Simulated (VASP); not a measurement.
Crystal: AlCo3.

```xyz
4
Lattice="3.5749 0.0000 0.0000 0.0000 3.5749 0.0000 0.0000 0.0000 3.5749" Properties=species:S:1:pos:R:3 pbc="T T T"
Al    0.0000    0.0000    0.0000
Co    1.7875    1.7875    0.0000
Co    1.7875    0.0000    1.7875
Co    0.0000    1.7875    1.7875
```

Base run:

```yaml
Program: VASP 6.6.1
Functional: r2SCAN
Potentials_or_basis: VASP PAW PBE potentials, release 64 (Al, Co)
Cutoff: 520 eV
k_mesh: 12 × 12 × 12
Occupations: gaussian, width 0.1 eV
Spin: collinear spin, ferromagnetic start
Starting_moments: "[0.0, 1.76, 1.76, 1.76] μB"
```

Its results: pressure 1.3 GPa; net moment 4.50 μB per cell; site moments Al -0.04; Co +1.57 μB.

Task: After a change of settings the same cell gave: pressure 7.7 GPa; net moment 2.00 μB per cell; site moments Al -0.52; Co +1.40 μB. Which change was it?
A. k mesh from 12 × 12 × 12 to 6 × 6 × 6; further incar settings from ALGO = Normal; EDIFF = 1e-06; NBANDS = 27 to ALGO = Normal; EDIFF = 1e-07; NBANDS = 27
B. k mesh from 12 × 12 × 12 to 2 × 2 × 2
C. k mesh from 12 × 12 × 12 to 1 × 1 × 1
D. k mesh from 12 × 12 × 12 to 6 × 6 × 6, shifted; further incar settings from ALGO = Normal; EDIFF = 1e-06; NBANDS = 27 to ALGO = Normal; EDIFF = 1e-07; NBANDS = 27

Result: C.

Caveats: some runs use coarse meshes; the PAW data sets were made with another functional, which shifts forces and pressure a little.
